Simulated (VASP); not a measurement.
# B3C2Br (P6/mmm) in VASP: single point with PBE

Aim: the single point of B3C2Br with PBE.

All numbers are computed with VASP 6.6.1; they aren't measurements. Logs are shortened: lines on timing, memory, paths and dates and some standing lists are left out, and cuts for length are marked.

**1. The cell of the first run**

The structure is hexagonal, space group P6/mmm (No. 191). The conventional cell has a = 4.829 Å, b = 4.829 Å, c = 3.806 Å, α = 90.00°, β = 90.00°, γ = 120.00°. Within 3.1 Å of B (site symmetry mmm) lie 4 C at 2.36 Å and 4 B at 2.41 Å and 4 Br at 3.07 Å. C (site symmetry -6m2) has 6 B at 2.36 Å and 3 C at 2.79 Å and 3 Br at 2.79 Å within 3.1 Å. Br (site symmetry 6/mmm) has 6 C at 2.79 Å and 12 B at 3.07 Å within 3.7 Å.

**2. Single point, PBE**

Input file INCAR:

```
SYSTEM = B3C2Br
PREC     = Accurate       ! precision mode
ENCUT    = 520            ! plane-wave cutoff, eV
EDIFF    = 1E-7           ! SCF threshold, eV
ISMEAR   = 0              ! smearing method
SIGMA    = 0.1            ! smearing width, eV
LREAL    = .FALSE.        ! projectors in reciprocal space
LASPH    = .TRUE.         ! aspherical terms in the spheres
NELM     = 80             ! most SCF steps
ALGO     = Normal         ! electronic algorithm
ISIF     = 2              ! what is computed and relaxed
LWAVE    = .FALSE.        ! write WAVECAR
LCHARG   = .TRUE.         ! write CHGCAR
GGA      = PE             ! functional
LELF     = .TRUE.         ! ELF
LVHAR    = .TRUE.       
NBANDS   = 21             ! bands
```

Input file KPOINTS:

```
regular mesh
0
G
  6 6 4
  0 0 0
```

Input file POSCAR:

```
B3C2Br
1.0
    4.8287833900      0.0000000000      0.0000000000
   -2.4143916900      4.1818490800      0.0000000000
    0.0000000000      0.0000000000      3.8062962700
B C Br
3 2 1
Direct
    0.5000000000      0.0000000000      0.5000000000
    0.5000000000      0.5000000000      0.5000000000
    0.0000000000      0.5000000000      0.5000000000
    0.3333333300      0.6666666700      0.0000000000
    0.6666666700      0.3333333300      0.0000000000
    0.0000000000      0.0000000000      0.0000000000
```

Potentials or basis: VASP PAW PBE potentials, release 64 (B, C, Br).

Launch:

```bash
cat potpaw_PBE.64/B/POTCAR potpaw_PBE.64/C/POTCAR potpaw_PBE.64/Br/POTCAR > POTCAR
mpirun -np 1 vasp_std > vasp.out
```

OUTCAR:

```text
SYSTEM = B3C2Br
   PREC = Accurate
   ENCUT = 520
   EDIFF = 1E-7
   ISMEAR = 0
   LREAL = .FALSE.
   LASPH = .TRUE.
   NELM = 80
   ISIF = 2
   GGA = PE

 ion  position               nearest neighbor table
   1  0.500  0.000  0.500-
   2  0.500  0.500  0.500-
   3  0.000  0.500  0.500-
   4  0.333  0.667  0.000-
   5  0.667  0.333  0.000-
   6  0.000  0.000  0.000-

  LATTYP: Found a hexagonal cell.
 ALAT       =     4.8287833900
 C/A-ratio  =     0.7882516076

  Lattice vectors:

 A1 = (   4.8287833900,   0.0000000000,   0.0000000000)
 A2 = (  -2.4143916900,   4.1818490800,   0.0000000000)
 A3 = (   0.0000000000,   0.0000000000,   3.8062962700)

Analysis of symmetry for initial positions (statically):
=====================================================================
 Subroutine PRICEL returns:
 Original cell was already a primitive cell.

 Routine SETGRP: Setting up the symmetry group for a
 hexagonal supercell.

 Subroutine GETGRP returns: Found 24 space group operations
 (whereof 24 operations were pure point group operations)
 out of a pool of 24 trial point group operations.

The static configuration has the point symmetry D_6h.

Analysis of symmetry for dynamics (positions and initial velocities):
=====================================================================
 Subroutine PRICEL returns:
 Original cell was already a primitive cell.

 Routine SETGRP: Setting up the symmetry group for a
 hexagonal supercell.

 Subroutine GETGRP returns: Found 24 space group operations
 (whereof 24 operations were pure point group operations)
 out of a pool of 24 trial point group operations.

The dynamic configuration has the point symmetry D_6h.

 Subroutine INISYM returns: Found 24 space group operations
 (whereof 24 operations are pure point group operations),
 and found     1 'primitive' translations

----------------------------------------------------------------------------------------

                                     Primitive cell

  volume of cell :      76.8615

  direct lattice vectors                    reciprocal lattice vectors
     4.828783390  0.000000000  0.000000000     0.207091501  0.119564334  0.000000000
    -2.414391690  4.181849080  0.000000000     0.000000000  0.239128668  0.000000000
     0.000000000  0.000000000  3.806296270     0.000000000  0.000000000  0.262722586

  length of vectors
     4.828783390  4.828783383  3.806296270     0.239128668  0.239128668  0.262722586

  position of ions in fractional coordinates (direct lattice)
     0.500000000  0.000000000  0.500000000
     0.500000000  0.500000000  0.500000000
     0.000000000  0.500000000  0.500000000
     0.333333330  0.666666670  0.000000000
     0.666666670  0.333333330  0.000000000
     0.000000000  0.000000000  0.000000000

  ion indices of the primitive-cell ions
   primitive index   ion index
                 1           1
                 2           2
                 3           3
                 4           4
                 5           5
                 6           6

----------------------------------------------------------------------------------------

 KPOINTS: regular mesh

Automatic generation of k-mesh.
 Grid dimensions read from file:
 generate k-points for:    6    6    4

 Generating k-lattice:

  Cartesian coordinates                     Fractional coordinates (reciprocal lattice)
     0.034515250  0.019927389  0.000000000     0.166666667  0.000000000  0.000000000
     0.000000000  0.039854778  0.000000000     0.000000000  0.166666667  0.000000000
     0.000000000  0.000000000  0.065680647     0.000000000  0.000000000  0.250000000

  Length of vectors
     0.039854778  0.039854778  0.065680647

  Shift w.r.t. Gamma in fractional coordinates (k-lattice)
     0.000000000  0.000000000  0.000000000

 Subroutine IBZKPT returns following result:
 ===========================================

 Found     21 irreducible k-points:

 Following reciprocal coordinates:
            Coordinates               Weight
  0.000000  0.000000  0.000000      1.000000
  0.166667  0.000000  0.000000      6.000000
  0.333333  0.000000  0.000000      6.000000
  0.500000  0.000000  0.000000      3.000000
  0.166667  0.166667  0.000000      6.000000
  0.333333  0.166667  0.000000     12.000000
[... 13 lines left out ...]
  0.333333  0.166667  0.500000     12.000000
  0.333333  0.333333  0.500000      2.000000
   k-points           NKPTS =     21   k-points in BZ     NKDIM =     21   number of bands    NBANDS=     21
   number of dos      NEDOS =    301   number of ions     NIONS =      6
   total plane-waves  NPLWV =  36288
   dimension x,y,z NGX =    36 NGY =   36 NGZ =   28
   dimension x,y,z NGXF=    72 NGYF=   72 NGZF=   56
   ions per type =               3   2   1
   NGX,Y,Z   is equivalent  to a cutoff of  12.39, 12.39, 12.23 a.u.
   NGXF,Y,Z  is equivalent  to a cutoff of  24.79, 24.79, 24.46 a.u.
 SYSTEM =  B3C2Br
   PREC   = accura    normal or accurate (medium, high low for compatibility)
   ISTART =      0    job   : 0-new  1-cont  2-samecut
   ICHARG =      2    charge: 1-file 2-atom 10-const
   ISPIN  =      1    spin polarized calculation?
   LNONCOLLINEAR =      F non collinear calculations
   LSORBIT =      F    spin-orbit coupling
   LASPH  =      T    aspherical Exc in radial PAW
   ENCUT  =  520.0 eV  38.22 Ry    6.18 a.u.   8.98  8.98  7.08*2*pi/ulx,y,z
   NELM   =     80;   NELMIN=  2; NELMDL= -5     # of ELM steps
   EDIFF  = 0.1E-06   stopping-criterion for ELM
   LREAL  =      F    real-space projection
   EDIFFG = 0.1E-05   stopping-criterion for IOM
   NSW    =      0    number of steps for IOM
   IBRION =     -1    ionic relax: 0-MD 1-quasi-New 2-CG
   NFREE  =      0    steps in history (QN), initial steepest desc. (CG)
   ISIF   =      2    stress and relaxation
   ISYM   =      2    0-nonsym 1-usesym 2-fastsym
   POTIM  = 0.5000    time-step for ionic-motion
   TEBEG  =    0.0;   TEEND  =   0.0 temperature during run
   PSTRESS=    0.0 pullay stress
   NELECT =      24.0000    total number of electrons
   NUPDOWN=      -1.0000    fix difference up-down
   EMIN   =  10.00;   EMAX   =-10.00  energy-range for DOS
   EFERMI =   0.00;   METHOD = LEGACY
   ISMEAR =     0;   SIGMA  =   0.10  broadening in eV -4-tet -1-fermi 0-gaus
   EFERMI_NEDOS =   21; number of points for ismear=-14 and -15
   IALGO  =     38    algorithm
   IMIX   =      4    mixing-type and parameters
     AMIX     =   0.40;   BMIX     =  1.00
     AMIX_MAG =   1.60;   BMIX_MAG =  1.00
  volume/ion in A,a.u.               =      12.81        86.45
  Fermi-wavevector in a.u.,A,eV,Ry     =   1.110646  2.098817 16.783259  1.233535
  Thomas-Fermi vector in A             =   2.247200
   LORBIT       =      0    0 simple, 1 ext, 2 COOP (PROOUT), +10 PAW based schemes
   GGA     = PE    functional components
   LHFCALC =     F    Hartree Fock is set to
   AEXX    =    0.0000 exact exchange contribution
   IVDW    =     0    specifies the selected vdW correction
   LEPSILON=     F    determine dielectric tensor
   LRPA    =     F    only Hartree local field effects (RPA)
 non-spin polarized calculation
 Gauss-broadening in eV      SIGMA  =   0.10
  energy-cutoff  :      520.00
  volume of cell :       76.86
 maximum number of plane-waves:      2091
 NGX is ok and might be reduce to    36
   NGX = 17   NGY = 17   NGZ = 15

 number of electron      23.9999998 magnetization

 Free energy of the ion-electron system (eV)
  ---------------------------------------------------
  ext. energy  EPLUGINS =         0.00000000
  ---------------------------------------------------
  free energy    TOTEN  =       -21.43344013 eV

  energy without entropy =      -21.41085691  energy(sigma->0) =      -21.42214852

 E-fermi :   3.6388     XC(G=0): -10.4988

 val. band max:        3.6252668505   @ k =   0.3333   0.1667   0.2500
 cond. band min:       3.7106929682   @ k =   0.3333   0.3333   0.2500
 fundamental gap:      0.0854261176
 Fermi energy:         3.6388188646

 k-point     1 :       0.0000    0.0000    0.0000
  band No.  band energies     occupation
      1     -12.1997      2.00000
      2      -7.6534      2.00000
      3      -5.3359      2.00000
      4      -1.3253      2.00000
      5      -1.3253      2.00000
      6      -1.1679      2.00000
[... 13 lines left out ...]
     20       6.5551      0.00000
     21      10.4495      0.00000

 k-point     2 :       0.1667    0.0000    0.0000
  band No.  band energies     occupation
      1     -12.1083      2.00000
      2      -7.7973      2.00000
      3      -5.7253      2.00000
      4      -2.2047      2.00000
      5      -1.7094      2.00000
      6      -0.9056      2.00000
[... 13 lines left out ...]
     20       7.0658      0.00000
     21       9.9124      0.00000

 k-point     3 :       0.3333    0.0000    0.0000
  band No.  band energies     occupation
      1     -11.9021      2.00000
      2      -8.0874      2.00000
      3      -6.4218      2.00000
      4      -2.7893      2.00000
      5      -1.0212      2.00000
      6      -0.3584      2.00000
[... 13 lines left out ...]
     20       8.1425      0.00000
     21       8.8955      0.00000
[... 385 lines left out ...]
 k-point    20 :       0.3333    0.1667    0.5000
  band No.  band energies     occupation
      1     -11.5101      2.00000
      2      -6.8440      2.00000
      3      -5.7861      2.00000
      4      -4.9785      2.00000
      5      -3.8213      2.00000
      6      -1.7324      2.00000
[... 13 lines left out ...]
     20       8.7503      0.00000
     21       9.2876      0.00000

 k-point    21 :       0.3333    0.3333    0.5000
  band No.  band energies     occupation
      1     -11.4711      2.00000
      2      -6.4681      2.00000
      3      -6.4681      2.00000
      4      -4.3593      2.00000
      5      -4.3593      2.00000
      6      -2.3063      2.00000
[... 13 lines left out ...]
     20       9.0154      0.00000
     21       9.2123      0.00000

------------------------ aborting loop because EDIFF is reached ----------------------------------------

  FORCE on cell =-STRESS in cart. coord.  units (eV):
  Direction    XX          YY          ZZ          XY          YZ          ZX
  --------------------------------------------------------------------------------------
  -------------------------------------------------------------------------------------
  Total       -6.5082688     -6.5082688    -14.1779364     -0.0000000      0.0000000      0.0000000
  in kB     -135.6648671   -135.6648668   -295.5390941     -0.0000002      0.0000000      0.0000000
  external PRESSURE =    -188.9562760 kB  Pullay stress =       0.0000000 kB

 VOLUME and BASIS-vectors are now :
 -----------------------------------------------------------------------------
  energy-cutoff  :      520.00
  volume of cell :       76.86
      direct lattice vectors                 reciprocal lattice vectors
     4.828783390  0.000000000  0.000000000     0.207091501  0.119564334  0.000000000
    -2.414391690  4.181849080  0.000000000     0.000000000  0.239128668  0.000000000
     0.000000000  0.000000000  3.806296270     0.000000000  0.000000000  0.262722586

 POSITION                                       TOTAL-FORCE (eV/Angst)
 -----------------------------------------------------------------------------------
      2.41439      0.00000      1.90315        -0.000000      0.000000      0.000000
      1.20720      2.09092      1.90315        -0.000000      0.000000      0.000000
     -1.20720      2.09092      1.90315        -0.000000      0.000000      0.000000
     -0.00000      2.78790      0.00000         0.000000     -0.000000      0.000000
      2.41439      1.39395      0.00000        -0.000000      0.000000     -0.000000
      0.00000      0.00000      0.00000        -0.000000      0.000000      0.000000
 -----------------------------------------------------------------------------------
    total drift:                               -0.000000      0.000000     -0.000000

  FREE ENERGIE OF THE ION-ELECTRON SYSTEM (eV)
  ---------------------------------------------------
  free  energy   TOTEN  =       -21.4334401311 eV

  energy  without entropy=      -21.4108569138  energy(sigma->0) =      -21.42214852
```

Wall time 23 s (1 thread of AMD EPYC 7R13 (Zen 3), shared host); peak memory 0.16 GiB.

Results:

* Free energy: -21.4334 eV
* Pressure: -18.9 GPa
* Band gap on the k mesh: zero (band 12 reaches 3.99 eV, above the bottom of band 13 at 2.45 eV)

Stress tensor (GPa, compression positive):
```
-13.57   0.00   0.00
  0.00 -13.57   0.00
  0.00   0.00 -29.55
```

Caveat: the k points lie up to 0.41 Å⁻¹ apart.
